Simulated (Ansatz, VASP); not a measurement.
## Two plane-wave programs on Al

File INCAR:

```
SYSTEM = Al
  PREC = Accurate
  ENCUT = 520
  EDIFF = 1E-6
  ISMEAR = 0
  SIGMA = 0.15
  LREAL = .FALSE.
  LASPH = .TRUE.
  NELM = 60
  ALGO = Fast
  ISIF = 2
  LWAVE = .FALSE.
  LCHARG = .TRUE.
  GGA = CA
  LELF = .TRUE.
  LVHAR = .TRUE.
  NBANDS = 18
```

The input KPOINTS:

```
Automatic mesh
0
G
  19 19 4
  0 0 0
```

File POSCAR:

```
Al
1.0
    2.0239800000     -2.0239800000      0.0000000000
    2.0239800000      0.0000000000     -2.0239800000
   11.5600216151     11.5600216151     11.5600216151
Al
6
Direct
    0.6666666667      0.6666666667      0.0583498103
    0.0000000000      0.0000000000      0.6419646360
    0.3333333333      0.3333333333      0.1750727754
    0.6666666667      0.6666666667      0.4085187057
    0.0000000000      0.0000000000      0.2917957406
    0.3333333333      0.3333333333      0.5252416708
```

Input for Ansatz:

```yaml
crystal:
  lattice:
    - [2.02398, -2.02398, 0.0]
    - [2.02398, 0.0, -2.02398]
    - [11.5600216151, 11.5600216151, 11.5600216151]
  atoms:
    - { symbol: Al, position: [0.6666666667, 0.6666666667, 0.0583498103] }
    - { symbol: Al, position: [0.0, 0.0, 0.641964636] }
    - { symbol: Al, position: [0.3333333333, 0.3333333333, 0.1750727754] }
    - { symbol: Al, position: [0.6666666667, 0.6666666667, 0.4085187057] }
    - { symbol: Al, position: [0.0, 0.0, 0.2917957406] }
    - { symbol: Al, position: [0.3333333333, 0.3333333333, 0.5252416708] }
basis:
  ecutwfc: 420
kpoints:
  mp_grid: { grid: [19, 19, 4] }
hamiltonian:
  xc: lda
scf:
  occupations: { method: gaussian, width: 0.15 }
output:
  forces: true
  stress: true
  eigenvalues: true
```

Alike in both runs: task single point; functional LDA; k mesh 19 × 19 × 4; occupations gaussian, width 0.15 eV; no spin polarisation.

```csv
,VASP,Ansatz
version,VASP 6.6.1,Ansatz 0.2.0
potentials or method,"VASP PAW LDA potentials, release 64 (Al), cutoff 520 eV","scalar-relativistic, plane waves, PAW"
valence electrons in the cell,18,18
```

|  | VASP | Ansatz | Ansatz less VASP |
| --- | --- | --- | --- |
| gap on the k mesh at the Fermi level (eV) | none | none | - |
| rms of the force components (eV/Å) | 0.038 | 0.039 | +0.0008 |

LDA's correlation is that of Perdew and Zunger in VASP and of Perdew and Wang (1992) in Ansatz. Atom by atom the forces differ by 0.001 eV/Å (rms over components). A gap of «none» marks a metal or a gap that the smearing closes.
